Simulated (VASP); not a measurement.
A run of VASP 6.6.1 is set up as follows.

Contents of INCAR:

```
PREC = Accurate
ENCUT = 520
EDIFF = 1E-6
ISMEAR = 0
SIGMA = 0.1
LREAL = False
LASPH = True
NELM = 100
ALGO = Normal
ISIF = 2
LWAVE = False
LCHARG = False
GGA = PE
NBANDS = 44
```

Contents of KPOINTS:

```
regular mesh
0
Gamma
  8 8 8
```

Contents of POSCAR:

```
CuO
1.0
    4.1226563844      0.0000000000      0.0000000000
    0.0000000000      4.1341260193      0.0000000000
    0.0000000000      0.0000000000      5.3573125929
Cu O
4 4
Direct
    0.2500000000      0.2500000000      0.5000000000
    0.2500000000      0.7500000000      0.0000000000
    0.7500000000      0.7500000000      0.5000000000
    0.7500000000      0.2500000000      0.0000000000
    0.5000000000      0.0000000000      0.7500000000
    0.5000000000      0.0000000000      0.2500000000
    0.0000000000      0.5000000000      0.7500000000
    0.0000000000      0.5000000000      0.2500000000
```

Potentials or basis: VASP PAW PBE potentials, release 64 (Cu, O).

Command:

```sh
$ cat potpaw_PBE.64/Cu/POTCAR potpaw_PBE.64/O/POTCAR > POTCAR
$ mpirun -np 1 vasp_std > vasp.out
```

(1) Predict the pressure.

(2) Estimate the band gap on the k mesh.

Results:

(1) -4.2 GPa.

(2) zero (bands 34 and 35 overlap by 1.05 eV).

Caveat: the cell differs from its parent crystal (uniaxial strain along c: +4.0 %); the cell stands under tension; semilocal functionals often make such compounds metallic where correlation or magnetic order opens a gap, which also shifts bond lengths.
